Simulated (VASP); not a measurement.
# Se (C2/m) in VASP: single point with PBE

Aim: the single point of Se with PBE.

Program: VASP 6.6.1. These are calculated values, not measurements. Logs are shortened: lines on timing, memory, paths and dates and some standing lists are left out, and cuts for length are marked.

## Step 1: The cell of the first run

Symmetry: C2/m, No. 12, monoclinic system. Conventional cell: a = 3.475 Å, b = 4.932 Å, c = 2.967 Å, α = 90.00°, β = 124.24°, γ = 90.00°. Se (site symmetry 2/m) has 14 Se at 2.97 to 3.48 Å within 3.9 Å.

## Step 2: Single point, PBE (strained)

File INCAR:

```
PREC = Accurate
ENCUT = 520
EDIFF = 1E-7
ISMEAR = 0
SIGMA = 0.1
LREAL = False
LASPH = True
NELM = 80
ALGO = Normal
ISIF = 2
LWAVE = False
LCHARG = False
GGA = PE
NBANDS = 9
```

File KPOINTS:

```
Automatic mesh
0
Gamma
  16 16 16
```

File POSCAR:

```
Se
1.0
   -1.7608377987      1.7267688264      1.7372280009
    1.7267688264     -1.7608377987      1.7372280009
    1.7519457970      1.7519457970     -1.7712969732
Se
1
Direct
    0.0000000000      0.0000000000      0.0000000000
```

Potentials or basis: VASP PAW PBE potentials, release 64 (Se).

On the command line:

```console
$ cat potpaw_PBE.64/Se/POTCAR > POTCAR
$ mpirun -np 1 vasp_std > vasp.out
```

OUTCAR:

```text
PREC = Accurate
   ENCUT = 520
   EDIFF = 1E-7
   ISMEAR = 0
   LREAL = False
   LASPH = True
   NELM = 80
   ISIF = 2
   GGA = PE

 ion  position               nearest neighbor table
   1  0.000  0.000  0.000-

  Warning from LATTYP: Got some problem with cell dimensions!
  Tried to take original basis but could not verify dimensions!
  LATTYP: Found a base centered monoclinic cell.
 ALAT       =     3.4747900510
 B/A-ratio  =     1.4194298122
 C/A-ratio  =     0.8538579053
 COS(beta)  =    -0.5626296010

  Lattice vectors:

 A1 = (   1.7608377987,  -1.7267688264,  -1.7372280009)
 A2 = (  -1.7267688264,   1.7608377987,  -1.7372280009)
 A3 = (   1.7178768247,   1.7178768247,   1.7031590286)

Analysis of symmetry for initial positions (statically):
=====================================================================
 Subroutine PRICEL returns:
 Original cell was already a primitive cell.

 Routine SETGRP: Setting up the symmetry group for a
 base centered monoclinic supercell.

 Subroutine GETGRP returns: Found  4 space group operations
 (whereof  4 operations were pure point group operations)
 out of a pool of  4 trial point group operations.

The static configuration has the point symmetry C_2h.

Analysis of symmetry for dynamics (positions and initial velocities):
=====================================================================
 Subroutine PRICEL returns:
 Original cell was already a primitive cell.

 Routine SETGRP: Setting up the symmetry group for a
 base centered monoclinic supercell.

 Subroutine GETGRP returns: Found  4 space group operations
 (whereof  4 operations were pure point group operations)
 out of a pool of  4 trial point group operations.

The dynamic configuration has the point symmetry C_2h.

 Subroutine INISYM returns: Found  4 space group operations
 (whereof  4 operations are pure point group operations),
 and found     1 'primitive' translations

----------------------------------------------------------------------------------------

                                     Primitive cell

  volume of cell :      21.0188

  direct lattice vectors                    reciprocal lattice vectors
    -1.760837799  1.726768826  1.737228001     0.003589042  0.290318627  0.290696769
     1.726768826 -1.760837799  1.737228001     0.290318627  0.003589042  0.290696769
     1.751945797  1.751945797 -1.771296973     0.288254675  0.288254675  0.005652995

  length of vectors
     3.016660647  3.016660647  3.045672523     0.410855690  0.410855690  0.407692864
[... 83 lines left out ...]
   IBRION =     -1    ionic relax: 0-MD 1-quasi-New 2-CG
   NFREE  =      0    steps in history (QN), initial steepest desc. (CG)
   ISIF   =      2    stress and relaxation
   ISYM   =      2    0-nonsym 1-usesym 2-fastsym
   POTIM  = 0.5000    time-step for ionic-motion
   TEBEG  =    0.0;   TEEND  =   0.0 temperature during run
   PSTRESS=    0.0 pullay stress
   NELECT =       6.0000    total number of electrons
   NUPDOWN=      -1.0000    fix difference up-down
   EMIN   =  10.00;   EMAX   =-10.00  energy-range for DOS
   EFERMI =   0.00;   METHOD = LEGACY
   ISMEAR =     0;   SIGMA  =   0.10  broadening in eV -4-tet -1-fermi 0-gaus
   EFERMI_NEDOS =   21; number of points for ismear=-14 and -15
   IALGO  =     38    algorithm
   IMIX   =      4    mixing-type and parameters
     AMIX     =   0.40;   BMIX     =  1.00
     AMIX_MAG =   1.60;   BMIX_MAG =  1.00
  volume/ion in A,a.u.               =      21.02       141.84
  Fermi-wavevector in a.u.,A,eV,Ry     =   1.077927  2.036986 15.808965  1.161926
  Thomas-Fermi vector in A             =   2.213852
   LORBIT       =      0    0 simple, 1 ext, 2 COOP (PROOUT), +10 PAW based schemes
   GGA     = PE    functional components
   LHFCALC =     F    Hartree Fock is set to
   AEXX    =    0.0000 exact exchange contribution
   IVDW    =     0    specifies the selected vdW correction
   LEPSILON=     F    determine dielectric tensor
   LRPA    =     F    only Hartree local field effects (RPA)
 non-spin polarized calculation
 Gauss-broadening in eV      SIGMA  =   0.10
  energy-cutoff  :      520.00
  volume of cell :       21.02
 maximum number of plane-waves:       581
   NGX = 11   NGY = 11   NGZ = 11

 number of electron       6.0000000 magnetization

 Free energy of the ion-electron system (eV)
  ---------------------------------------------------
  ext. energy  EPLUGINS =         0.00000000
  ---------------------------------------------------
  free energy    TOTEN  =        -2.90698631 eV

  energy without entropy =       -2.90081453  energy(sigma->0) =       -2.90390042

 E-fermi :   5.1072     XC(G=0): -10.4395

 val. band max:        5.1043330979   @ k =  -0.0625  -0.1875   0.3750
 cond. band min:       5.1078796379   @ k =  -0.3125   0.4375   0.1875
 fundamental gap:      0.0035465401
 Fermi energy:         5.1072339237

 k-point     1 :       0.0000    0.0000    0.0000
  band No.  band energies     occupation
      1     -10.7269      2.00000
      2       7.7327      0.00000
      3       7.8520      0.00000
      4       8.0979      0.00000
      5      15.7431      0.00000
      6      17.2566      0.00000
      7      17.4155      0.00000
      8      17.5960      0.00000
      9      20.4138      0.00000
[... 265 lines left out ...]
 k-point    24 :      -0.0625    0.0625    0.0000
  band No.  band energies     occupation
      1     -10.6490      2.00000
      2       7.3475      0.00000
      3       7.6165      0.00000
      4       8.0283      0.00000
      5      16.0765      0.00000
      6      17.0290      0.00000
      7      17.3423      0.00000
      8      17.7444      0.00000
      9      19.6754      0.00000

 [... further k-points ...]

------------------------ aborting loop because EDIFF is reached ----------------------------------------

  FORCE on cell =-STRESS in cart. coord.  units (eV):
  Direction    XX          YY          ZZ          XY          YZ          ZX
  --------------------------------------------------------------------------------------
  -------------------------------------------------------------------------------------
  Total       -0.2784939     -0.2784939     -0.2591664     -0.0085462     -0.1252601     -0.1252601
  in kB      -21.2284485    -21.2284485    -19.7551968     -0.6514396     -9.5480691     -9.5480686
  external PRESSURE =     -20.7373646 kB  Pullay stress =       0.0000000 kB

 VOLUME and BASIS-vectors are now :
 -----------------------------------------------------------------------------
  energy-cutoff  :      520.00
  volume of cell :       21.02
      direct lattice vectors                 reciprocal lattice vectors
    -1.760837799  1.726768826  1.737228001     0.003589042  0.290318627  0.290696769
     1.726768826 -1.760837799  1.737228001     0.290318627  0.003589042  0.290696769
     1.751945797  1.751945797 -1.771296973     0.288254675  0.288254675  0.005652995

 POSITION                                       TOTAL-FORCE (eV/Angst)
 -----------------------------------------------------------------------------------
      0.00000      0.00000      0.00000         0.000000      0.000000      0.000000
 -----------------------------------------------------------------------------------
    total drift:                                0.000000     -0.000000      0.000000

  FREE ENERGIE OF THE ION-ELECTRON SYSTEM (eV)
  ---------------------------------------------------
  free  energy   TOTEN  =        -2.9069863052 eV

  energy  without entropy=       -2.9008145307  energy(sigma->0) =       -2.90390042
```

OSZICAR:

```text
N       E                     dE             d eps       ncg     rms          rms(c)
DAV:   1     0.939023622372E+01    0.93902E+01   -0.28737E+03 19812   0.571E+02
DAV:   2    -0.262703013278E+01   -0.12017E+02   -0.11671E+02 27114   0.761E+01
DAV:   3    -0.290648676215E+01   -0.27946E+00   -0.27556E+00 23314   0.104E+01
DAV:   4    -0.290701382082E+01   -0.52706E-03   -0.52700E-03 26843   0.509E-01
DAV:   5    -0.290701420432E+01   -0.38350E-06   -0.38327E-06 23343   0.122E-02    0.284E+00
DAV:   6    -0.290635828922E+01    0.65592E-03   -0.32539E-03 22444   0.306E-01    0.167E+00
DAV:   7    -0.290696211763E+01   -0.60383E-03   -0.54204E-03 21965   0.404E-01    0.779E-02
DAV:   8    -0.290698574560E+01   -0.23628E-04   -0.16066E-04 21742   0.755E-02    0.987E-03
DAV:   9    -0.290698624631E+01   -0.50071E-06   -0.17868E-06 26476   0.101E-02    0.556E-03
DAV:  10    -0.290698630518E+01   -0.58868E-07   -0.60807E-07 22805   0.500E-03
   1 F= -.29069863E+01 E0= -.29039004E+01  d E =-.617177E-02
```

stdout:

```text
POSCAR found type information on POSCAR Se
 POSCAR found :  1 types and       1 ions
 scaLAPACK will be used
 LDA part: xc-table for (Slater+PW92), standard interpolation
 POSCAR, INCAR and KPOINTS ok, starting setup
 FFT: planning ... GRIDC
 FFT: planning ... GRID_SOFT
 FFT: planning ... GRID
 WAVECAR not read
 entering main loop
```

Run time: 70 s. Hardware: 1 thread of Intel Xeon Platinum 8259CL at 2.50GHz (Skylake/Cascade Lake), shared host; peak memory 0.31 GiB.

Results:

```yaml
Free_energy: -2.9070 eV
Pressure: -2.1 GPa
Band_gap_on_the_k_mesh: zero (band 3 reaches 7.85 eV, above the bottom of band 4 at 1.59 eV)
```

Stress tensor (GPa, compression positive):
```
-2.12 -0.07 -0.95
-0.07 -2.12 -0.95
-0.95 -0.95 -1.98
```

Caveat: the cell differs from its parent crystal (strained).
